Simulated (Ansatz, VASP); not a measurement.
## One calculation of P, two programs

```xyz
3
Lattice="4.4088 0.0000 0.0000 -2.2044 3.8181 0.0000 0.0000 0.0000 5.0019" Properties=species:S:1:pos:R:3 pbc="T T T"
P     0.9937    0.0000    1.6673
P    -0.4969    0.8606    3.3346
P     1.7075    2.9575    0.0000
```

Alike in both runs: task relaxation of cell and atoms; functional r2SCAN; k mesh 6 × 6 × 4; occupations gaussian, width 0.1 eV; no spin polarisation.

|  | VASP | Ansatz |
| --- | --- | --- |
| version | VASP 6.6.1 | Ansatz 0.2.0 |
| potentials or method | VASP PAW PBE potentials, release 64 (P), cutoff 600 eV | scalar-relativistic, plane waves, PAW |
| valence electrons in the cell | 15 | 15 |

|  | VASP | Ansatz | Ansatz less VASP |
| --- | --- | --- | --- |
| gap on the k mesh at the Fermi level, each at its own relaxed structure (eV) | none | none | - |
| relaxed volume (Å³/atom) | 14.41 | 14.46 | +0.049 |
| relaxed cell length with the largest relative difference (Å) | 4.261 | 4.267 | +0.0062 |

VASP's potentials were made for PBE, not for r2SCAN. A gap of «none» marks a metal or a gap that the smearing closes.

Noted on VASP's run: the volume moved by over 15 % at a fixed basis, so the end points are rough.
